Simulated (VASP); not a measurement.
# KI (P1) in VASP: single point with r2SCAN

Aim: the single point of KI with r2SCAN.

Program: VASP 6.6.1. These are calculated values, not measurements. Logs are shortened: lines on timing, memory, paths and dates and some standing lists are left out, and cuts for length are marked.

### 1 The cell of the first run

The typed cell holds 2 atoms: a = 5.609 Å, b = 5.609 Å, c = 5.609 Å, α = 60.00°, β = 60.00°, γ = 60.00°.

### 2 Single point, r2SCAN

Input file POSCAR:

```
KI
1.0
    0.0000000000      3.9658942500      3.9658942500
    3.9658942500      0.0000000000      3.9658942500
    3.9658942500      3.9658942500      0.0000000000
K I
1 1
Direct
   -0.0065696406      0.0591194533     -0.0087744397
    0.2520241179      0.2317858072      0.2527031577
```

Input file INCAR.step1:

```
SYSTEM = KI
  PREC = Accurate
  ENCUT = 520
  ISMEAR = -1
  SIGMA = 0.19
  LREAL = .False.
  LASPH = .True.
  NELM = 80
  NBANDS = 15
  GGA = PE
  ALGO = Normal
  EDIFF = 1E-4
  LWAVE = .True.
  LCHARG = .False.
```

Input file INCAR.step2:

```
SYSTEM = KI
  PREC = Accurate
  ENCUT = 520
  EDIFF = 1E-6
  ISMEAR = -1
  SIGMA = 0.19
  LREAL = .False.
  LASPH = .True.
  NELM = 80
  ALGO = Normal
  ISIF = 2
  LWAVE = .False.
  LCHARG = .False.
  METAGGA = R2SCAN
  LMIXTAU = .True.
  NBANDS = 15
  ISTART = 1
```

Input file KPOINTS:

```
regular mesh
0
Gamma
  4 4 4
  0 0 0
```

Potentials or basis: VASP PAW PBE potentials, release 64 (K_sv, I).

On the command line:

```console
$ cat potpaw_PBE.64/K_sv/POTCAR potpaw_PBE.64/I/POTCAR > POTCAR
$ cp INCAR.step1 INCAR
$ mpirun -np 1 vasp_std > vasp.out
$ cp INCAR.step2 INCAR
$ mpirun -np 1 vasp_std > vasp.out
```

OUTCAR:

```text
SYSTEM = KI
   PREC = Accurate
   ENCUT = 520
   EDIFF = 1E-6
   ISMEAR = -1
   LREAL = .False.
   LASPH = .True.
   NELM = 80
   ISIF = 2
   METAGGA = R2SCAN
   ISTART = 1

 ion  position               nearest neighbor table
   1  0.993  0.059  0.991-   2 3.18   2 3.40   2 3.42
   2  0.252  0.232  0.253-   1 3.18   1 3.40   1 3.42

  LATTYP: Found a face centered cubic cell.
 ALAT       =     7.9317885000

  Lattice vectors:

 A1 = (   0.0000000000,   3.9658942500,   3.9658942500)
 A2 = (   3.9658942500,   0.0000000000,   3.9658942500)
 A3 = (   3.9658942500,   3.9658942500,   0.0000000000)

Analysis of symmetry for initial positions (statically):
=====================================================================
 Subroutine PRICEL returns:
 Original cell was already a primitive cell.

 Routine SETGRP: Setting up the symmetry group for a
 face centered cubic supercell.

 Subroutine GETGRP returns: Found  1 space group operations
 (whereof  1 operations were pure point group operations)
 out of a pool of 48 trial point group operations.

The static configuration has the point symmetry C_1 .

Analysis of symmetry for dynamics (positions and initial velocities):
=====================================================================
 Subroutine PRICEL returns:
 Original cell was already a primitive cell.

 Routine SETGRP: Setting up the symmetry group for a
 face centered cubic supercell.

 Subroutine GETGRP returns: Found  1 space group operations
 (whereof  1 operations were pure point group operations)
 out of a pool of 48 trial point group operations.

The dynamic configuration has the point symmetry C_1 .

 Subroutine INISYM returns: Found  1 space group operations
 (whereof  1 operations are pure point group operations),
 and found     1 'primitive' translations

----------------------------------------------------------------------------------------

                                     Primitive cell

  volume of cell :     124.7537

  direct lattice vectors                    reciprocal lattice vectors
     0.000000000  3.965894250  3.965894250    -0.126074970  0.126074970  0.126074970
     3.965894250  0.000000000  3.965894250     0.126074970 -0.126074970  0.126074970
     3.965894250  3.965894250  0.000000000     0.126074970  0.126074970 -0.126074970

  length of vectors
     5.608621435  5.608621435  5.608621435     0.218368254  0.218368254  0.218368254

  position of ions in fractional coordinates (direct lattice)
     0.993430359  0.059119453  0.991225560
     0.252024118  0.231785807  0.252703158

  ion indices of the primitive-cell ions
   primitive index   ion index
                 1           1
                 2           2

----------------------------------------------------------------------------------------

 KPOINTS: regular mesh

Automatic generation of k-mesh.
 Grid dimensions read from file:
 generate k-points for:    4    4    4

 Generating k-lattice:

  Cartesian coordinates                     Fractional coordinates (reciprocal lattice)
    -0.031518743  0.031518743  0.031518743     0.250000000  0.000000000  0.000000000
     0.031518743 -0.031518743  0.031518743     0.000000000  0.250000000  0.000000000
     0.031518743  0.031518743 -0.031518743     0.000000000  0.000000000  0.250000000

  Length of vectors
     0.054592064  0.054592064  0.054592064

  Shift w.r.t. Gamma in fractional coordinates (k-lattice)
     0.000000000  0.000000000  0.000000000

 Subroutine IBZKPT returns following result:
 ===========================================

 Found     36 irreducible k-points:

 Following reciprocal coordinates:
            Coordinates               Weight
  0.000000  0.000000  0.000000      1.000000
  0.250000  0.000000  0.000000      2.000000
  0.000000  0.250000  0.000000      2.000000
  0.000000  0.000000  0.250000      2.000000
  0.250000  0.250000  0.250000      2.000000
  0.500000  0.000000  0.000000      1.000000
[... 16 lines left out ...]
  0.250000  0.500000  0.500000      2.000000
  0.500000  0.000000  0.250000      2.000000
 [... further k-points ...]
   k-points           NKPTS =     36   k-points in BZ     NKDIM =     36   number of bands    NBANDS=     15
   number of dos      NEDOS =    301   number of ions     NIONS =      2
   total plane-waves  NPLWV =  74088
   dimension x,y,z NGX =    42 NGY =   42 NGZ =   42
   dimension x,y,z NGXF=    84 NGYF=   84 NGZF=   84
   ions per type =               1   1
   NGX,Y,Z   is equivalent  to a cutoff of  12.45, 12.45, 12.45 a.u.
   NGXF,Y,Z  is equivalent  to a cutoff of  24.90, 24.90, 24.90 a.u.
 SYSTEM =  KI
   PREC   = accura    normal or accurate (medium, high low for compatibility)
   ISTART =      1    job   : 0-new  1-cont  2-samecut
   ICHARG =      0    charge: 1-file 2-atom 10-const
   ISPIN  =      1    spin polarized calculation?
   LNONCOLLINEAR =      F non collinear calculations
   LSORBIT =      F    spin-orbit coupling
   LASPH  =      T    aspherical Exc in radial PAW
   ENCUT  =  520.0 eV  38.22 Ry    6.18 a.u.  10.43 10.43 10.43*2*pi/ulx,y,z
   NELM   =     80;   NELMIN=  2; NELMDL=  0     # of ELM steps
   EDIFF  = 0.1E-05   stopping-criterion for ELM
   LREAL  =      F    real-space projection
   EDIFFG = 0.1E-04   stopping-criterion for IOM
   NSW    =      0    number of steps for IOM
   IBRION =     -1    ionic relax: 0-MD 1-quasi-New 2-CG
   NFREE  =      0    steps in history (QN), initial steepest desc. (CG)
   ISIF   =      2    stress and relaxation
   ISYM   =      2    0-nonsym 1-usesym 2-fastsym
   POTIM  = 0.5000    time-step for ionic-motion
   TEBEG  =    0.0;   TEEND  =   0.0 temperature during run
   PSTRESS=    0.0 pullay stress
   NELECT =      16.0000    total number of electrons
   NUPDOWN=      -1.0000    fix difference up-down
   EMIN   =  10.00;   EMAX   =-10.00  energy-range for DOS
   EFERMI =   0.00;   METHOD = LEGACY
   ISMEAR =    -1;   SIGMA  =   0.19  broadening in eV -4-tet -1-fermi 0-gaus
   EFERMI_NEDOS =   21; number of points for ismear=-14 and -15
   IALGO  =     38    algorithm
   IMIX   =      4    mixing-type and parameters
     AMIX     =   0.40;   BMIX     =  1.00
     AMIX_MAG =   1.60;   BMIX_MAG =  1.00
  volume/ion in A,a.u.               =      62.38       420.94
  Fermi-wavevector in a.u.,A,eV,Ry     =   0.825589  1.560136  9.273684  0.681597
  Thomas-Fermi vector in A             =   1.937473
   LORBIT       =      0    0 simple, 1 ext, 2 COOP (PROOUT), +10 PAW based schemes
   METAGGA = R2SCAN    functional components
   LHFCALC =     F    Hartree Fock is set to
   AEXX    =    0.0000 exact exchange contribution
   IVDW    =     0    specifies the selected vdW correction
   LEPSILON=     F    determine dielectric tensor
   LRPA    =     F    only Hartree local field effects (RPA)
 non-spin polarized calculation
  energy-cutoff  :      520.00
  volume of cell :      124.75
 maximum number of plane-waves:      3383
 NGX is ok and might be reduce to    42
   NGX = 21   NGY = 21   NGZ = 21

 number of electron      16.0000000 magnetization

 Free energy of the ion-electron system (eV)
  ---------------------------------------------------
  ext. energy  EPLUGINS =         0.00000000
  ---------------------------------------------------
  free energy    TOTEN  =       -33.63632334 eV

  energy without entropy =      -33.63630889  energy(sigma->0) =      -33.63631611

 E-fermi :   0.1548     XC(G=0):  -5.9562

 val. band max:       -2.4128455958   @ k =   0.0000   0.0000   0.0000
 cond. band min:       1.9482950996   @ k =   0.0000   0.0000   0.0000
 fundamental gap:      4.3611406954
 Fermi energy:         0.1548245337

 k-point     1 :       0.0000    0.0000    0.0000
  band No.  band energies     occupation
      1     -32.1368      2.00000
      2     -14.8789      2.00000
      3     -14.8625      2.00000
      4     -14.8543      2.00000
      5     -12.8199      2.00000
      6      -2.5564      2.00000
      7      -2.5343      2.00000
      8      -2.4128      2.00000
      9       1.9483      0.00016
     10       5.6804      0.00000
     11       5.7692      0.00000
     12       5.8813      0.00000
     13       6.3932      0.00000
     14       6.4656      0.00000
     15       7.3724      0.00000

 k-point     2 :       0.2500    0.0000    0.0000
  band No.  band energies     occupation
      1     -32.1366      2.00000
      2     -14.8987      2.00000
      3     -14.8767      2.00000
      4     -14.8595      2.00000
      5     -12.7588      2.00000
      6      -2.7780      2.00000
      7      -2.5340      2.00000
      8      -2.4505      2.00000
      9       2.7481      0.00000
     10       5.2121      0.00000
     11       5.3496      0.00000
     12       5.5593      0.00000
     13       6.4338      0.00000
     14       6.6646      0.00000
     15       6.9284      0.00000

 k-point     3 :       0.0000    0.2500    0.0000
  band No.  band energies     occupation
      1     -32.1366      2.00000
      2     -14.8954      2.00000
      3     -14.8631      2.00000
      4     -14.8554      2.00000
      5     -12.7880      2.00000
      6      -2.6897      2.00000
      7      -2.5642      2.00000
      8      -2.5547      2.00000
      9       2.7954      0.00000
     10       5.3651      0.00000
     11       5.4819      0.00000
     12       5.5058      0.00000
     13       6.6547      0.00000
     14       6.7472      0.00000
     15       6.8222      0.00000
[... 343 lines left out ...]
 k-point    23 :       0.2500    0.5000    0.5000
  band No.  band energies     occupation
      1     -32.1362      2.00000
      2     -14.9505      2.00000
      3     -14.8788      2.00000
      4     -14.8637      2.00000
      5     -12.6677      2.00000
      6      -2.9048      2.00000
      7      -2.6314      2.00000
      8      -2.4945      2.00000
      9       3.5277      0.00000
     10       4.2946      0.00000
     11       5.2445      0.00000
     12       5.8673      0.00000
     13       6.5942      0.00000
     14       6.8100      0.00000
     15       7.5634      0.00000

 k-point    24 :       0.5000    0.0000    0.2500
  band No.  band energies     occupation
      1     -32.1362      2.00000
      2     -14.9417      2.00000
      3     -14.8802      2.00000
      4     -14.8643      2.00000
      5     -12.6767      2.00000
      6      -2.8969      2.00000
      7      -2.6405      2.00000
      8      -2.5190      2.00000
      9       3.5924      0.00000
     10       4.3235      0.00000
     11       5.2806      0.00000
     12       5.8147      0.00000
     13       6.7346      0.00000
     14       6.9142      0.00000
     15       7.3671      0.00000

 [... further k-points ...]

------------------------ aborting loop because EDIFF is reached ----------------------------------------

  FORCE on cell =-STRESS in cart. coord.  units (eV):
  Direction    XX          YY          ZZ          XY          YZ          ZX
  --------------------------------------------------------------------------------------
  -------------------------------------------------------------------------------------
  Total        0.2018328      0.3820951      0.1863258      0.6136432      0.5834529      0.0881498
  in kB        2.5920838      4.9071427      2.3929307      7.8808509      7.4931255      1.1320841
  external PRESSURE =       3.2973857 kB  Pullay stress =       0.0000000 kB

 VOLUME and BASIS-vectors are now :
 -----------------------------------------------------------------------------
  energy-cutoff  :      520.00
  volume of cell :      124.75
      direct lattice vectors                 reciprocal lattice vectors
     0.000000000  3.965894250  3.965894250    -0.126074970  0.126074970  0.126074970
     3.965894250  0.000000000  3.965894250     0.126074970 -0.126074970  0.126074970
     3.965894250  3.965894250  0.000000000     0.126074970  0.126074970 -0.126074970

 POSITION                                       TOTAL-FORCE (eV/Angst)
 -----------------------------------------------------------------------------------
      4.16556      7.87094      4.17430        -0.287307     -0.136186     -0.302054
      1.92143      2.00170      1.91874         0.287307      0.136186      0.302054
 -----------------------------------------------------------------------------------
    total drift:                                0.000262      0.000613      0.000327

  FREE ENERGIE OF THE ION-ELECTRON SYSTEM (eV)
  ---------------------------------------------------
  free  energy   TOTEN  =       -33.6363233377 eV

  energy  without entropy=      -33.6363088884  energy(sigma->0) =      -33.63631611
```

Run time: 8.2 min. Hardware: 1 thread of Intel Xeon 8259CL, shared host; peak memory 0.31 GiB.

Results:

```
Free energy            : -33.6363 eV
Pressure               : 0.3 GPa
Largest force          : 0.439 eV/Å
Band gap on the k mesh : 4.36 eV
```

Forces in eV/Å, atoms in the order of the input:
```
K   -0.287 -0.136 -0.302
I    0.287  0.136  0.302
```

Stress tensor (GPa, compression positive):
```
0.26 0.79 0.11
0.79 0.49 0.75
0.11 0.75 0.24
```

Caveat: the PAW data sets were made with another functional, which shifts forces and pressure a little; spin-orbit coupling is left out, which moves the levels of the heavy elements.
